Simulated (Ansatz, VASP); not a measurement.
Na: VASP beside Ansatz

```
Na
1.0
     3.76700    0.00000    0.00000
    -1.88350    3.26232    0.00000
     0.00000    0.00000    6.15400
Na
2
Direct
  0.29885 0.59770 0.21344
  0.66667 0.33333 0.75000
```

Alike in both runs: task single point; functional PBEsol; k mesh 12 × 12 × 8; occupations gaussian, width 0.15 eV; no spin polarisation.

|  | VASP | Ansatz |
| --- | --- | --- |
| version | VASP 6.6.1 | Ansatz 0.2.0 |
| potentials or method | VASP PAW PBE potentials, release 64 (Na_pv), cutoff 520 eV | scalar-relativistic, plane waves, PAW |
| valence electrons in the cell | 14 | 18 |

```tsv
	VASP	Ansatz	Ansatz less VASP
gap on the k mesh at the Fermi level (eV)	none	none	-
pressure (GPa)	-0.2	-0.2	0.00
traceless stress, the component that is largest in VASP (GPa)	-0.19	-0.19	-0.001
rms of the force components (eV/Å)	0.091	0.090	-0.0004
```

VASP's potentials were made for PBE, not for PBEsol. Atom by atom the forces differ by 0.000 eV/Å (rms over components). A gap of «none» marks a metal or a gap that the smearing closes. With one functional, cell and mesh, what is left measures potentials, basis and numerics. VASP's potentials hold 14 valence electrons a cell and Ansatz's 18, so a difference there can come from the potentials and not from the codes.
